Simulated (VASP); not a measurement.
Al2O3:

```
Al O
1.0
     3.01748    0.00000    0.00000
    -1.50874    2.61322    0.00000
     0.00000    0.00000    7.57464
Al O
2 3
Direct
  0.00000 0.00000 0.72205
  0.00000 0.00000 0.27795
  0.00000 0.00000 0.50000
  0.66667 0.33333 0.80055
  0.33333 0.66667 0.19945
```

```yaml
Program: VASP 6.6.1
Task: relaxation of cell and atoms
Functional: PBEsol
Potentials_or_basis: VASP PAW PBE potentials, release 64 (Al, O)
Cutoff: 600 eV
k_mesh: 10 × 10 × 4
Occupations: fermi-dirac, width 0.05 eV
Spin: no spin polarisation
```

At the start: pressure -3.7 GPa; volume 11.95 Å³/atom.

**Question.** Where does the relaxation end?

**Answer.** Over 23 steps the energy falls by 3.7 meV/atom and the volume is 11.91 Å³/atom (-0.3 %); space group P-3m1 (No. 164, to 0.1 Å) before and after.

Step by step:
| step | energy change (eV) | largest force (eV/Å) | pressure (GPa) | volume (Å³) |
| --- | --- | --- | --- | --- |
| 1 | 0.0000 | 0.1893 | -3.70 | 59.73 |
| 2 | -0.0039 | 0.2144 | 3.62 | 57.38 |
| 3 | -0.0166 | 0.0660 | 0.07 | 58.45 |
| 4 | -0.0160 | 0.2629 | -0.05 | 58.39 |
| 5 | -0.0172 | 0.0715 | 0.02 | 58.43 |
| 6 | -0.0175 | 0.0157 | 0.02 | 58.42 |
| 7 | -0.0175 | 0.0187 | 0.02 | 58.42 |
| 8 | -0.0176 | 0.0178 | 0.04 | 58.43 |
| 9 | -0.0177 | 0.0149 | 0.07 | 58.47 |
| 10 | -0.0178 | 0.0091 | 0.16 | 58.54 |
| 11 | -0.0181 | 0.0254 | 0.33 | 58.68 |
| 12 | -0.0180 | 0.0643 | 0.68 | 58.95 |
| 13 | -0.0181 | 0.0458 | 0.51 | 58.82 |
| 14 | -0.0181 | 0.0452 | 0.51 | 58.83 |
| 15 | -0.0182 | 0.0424 | 0.50 | 58.84 |
| 16 | -0.0182 | 0.0370 | 0.47 | 58.87 |
| 17 | -0.0183 | 0.0260 | 0.42 | 58.93 |
| 18 | -0.0184 | 0.0196 | 0.34 | 59.04 |
| 19 | -0.0186 | 0.0386 | 0.18 | 59.27 |
| 20 | -0.0186 | 0.0506 | 0.12 | 59.34 |
| 21 | -0.0186 | 0.0353 | 0.08 | 59.40 |
| 22 | -0.0187 | 0.0208 | 0.03 | 59.45 |
| 23 | -0.0187 | 0.0082 | -0.06 | 59.55 |

Final structure:
```
Al O
1.0
     2.98884    0.00000    0.00000
    -1.49442    2.58841    0.00000
     0.00000    0.00000    7.69803
Al O
2 3
Cartesian
  0.0000 0.0000 5.5224
  0.0000 0.0000 2.1757
  0.0000 0.0000 3.8490
  1.4944 0.8628 6.1160
  0.0000 1.7256 1.5820
```

Caveat: the PAW data sets were made with another functional, which shifts forces and pressure a little.
